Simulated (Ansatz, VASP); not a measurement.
One calculation of Al, two programs

The input INCAR:

```
PREC     = Accurate       # precision mode
ENCUT    = 500            # plane-wave cutoff, eV
EDIFF    = 1E-6           # SCF threshold, eV
ISMEAR   = 0              # smearing method
SIGMA    = 0.1            # smearing width, eV
LREAL    = False          # projectors in reciprocal space
LASPH    = True           # aspherical terms in the spheres
NELM     = 120            # most SCF steps
ALGO     = Normal         # electronic algorithm
ISIF     = 2              # what is computed and relaxed
LWAVE    = False          # write WAVECAR
LCHARG   = False          # write CHGCAR
NBANDS   = 8              # bands
GGA_COMPAT= False
```

KPOINTS

```
regular mesh
0
Gamma
  10 10 10
```

POSCAR

```
Al
1.0
    0.0000000000      2.0194648466      2.0194648466
    2.0194648466      0.0000000000      2.0194648466
    2.0194648466      2.0194648466      0.0000000000
Al
1
Direct
    0.0000000000      0.0000000000      0.0000000000
```

Input for Ansatz:

```yaml
crystal:
  lattice:
    - [0.0, 2.0194648466, 2.0194648466]
    - [2.0194648466, 0.0, 2.0194648466]
    - [2.0194648466, 2.0194648466, 0.0]
  atoms:
    - { symbol: Al, position: [0.0, 0.0, 0.0] }
basis: {}
kpoints:
  mp_grid: { grid: [10, 10, 10] }
hamiltonian:
  xc: lda
  pseudopotentials: { kind: paw, source: ansatz }
scf:
  occupations: { method: gaussian, width: 0.1 }
  mixing: { ndim: 2, preconditioner: kerker_dos }
  initial_density: { chi_scale: 0, normalization: atom }
  max_iter: 52
output:
  forces: true
  stress: true
  eigenvalues: true
```

Alike in both runs: task single point; functional LDA; k mesh 10 × 10 × 10; occupations gaussian, width 0.1 eV; no spin polarisation.

```csv
,VASP,Ansatz
version,VASP 6.6.1,Ansatz 0.2.0
potentials or method,"VASP PAW LDA potentials, release 64 (Al)","scalar-relativistic, plane waves, PAW (harder set)"
plane-wave cutoff (eV),500,900
valence electrons in the cell,3,11
```

```tsv
	VASP	Ansatz	Ansatz less VASP
gap on the k mesh at the Fermi level (eV)	none	none	-
pressure (GPa)	-3.1	-3.1	-0.04
```

LDA's correlation is that of Perdew and Zunger in VASP and of Perdew and Wang (1992) in Ansatz. A gap of «none» marks a metal or a gap that the smearing closes. VASP's potentials hold 3 valence electrons a cell and Ansatz's 11, so a difference there can come from the potentials and not from the codes.
